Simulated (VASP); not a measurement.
Write the native input for VASP 6.6.1 that does the following.

```
Task                   : single point
Functional             : PBE
Potentials or basis    : VASP PAW PBE potentials, release 64 (In_d)
Cutoff                 : 520 eV
k mesh                 : 6 × 6 × 4
Occupations            : gaussian, width 0.1 eV
Spin                   : no spin polarisation
Dipole correction      : no
Further INCAR settings : ALGO = Fast; EDIFF = 1e-06; NBANDS = 34
```

The structure of In lies in POSCAR:

```
In
1.0
    1.9250155246     -5.9895453019      0.0000000000
    1.9250155246      5.9895453019      0.0000000000
    0.0000000000      0.0000000000      4.9959498644
In
4
Direct
    0.1324078704      0.8675921296      1.0001606333
    0.6324078704      0.3675921296      0.4998393667
    0.8675921296      0.1324078704     -0.0001606333
    0.3675921296      0.6324078704      0.5001606333
```

The input as run:

INCAR

```
  PREC = Accurate
  ENCUT = 520
  EDIFF = 1E-6
  ISMEAR = 0
  SIGMA = 0.1
  LREAL = False
  LASPH = True
  NELM = 80
  ALGO = Fast
  ISIF = 2
  LWAVE = False
  LCHARG = False
  GGA = PE
  NBANDS = 34
```

KPOINTS

```
regular mesh
0
Gamma
  6 6 4
```

Potentials or basis: VASP PAW PBE potentials, release 64 (In_d).

Launch:

```sh
$ cat potpaw_PBE.64/In_d/POTCAR > POTCAR
$ mpirun -np 1 vasp_std > vasp.out
```

Results of the run:

- Pressure: -0.1 GPa
- Largest force: 0.005 eV/Å
- Band gap on the k mesh: zero (bands 26 and 27 overlap by 4.77 eV)

Caveat: spin-orbit coupling is left out, which moves the levels of the heavy elements.

Run time: 10 min on 1 thread of Intel Xeon 8259CL, on a shared host, peak memory 0.34 GiB.
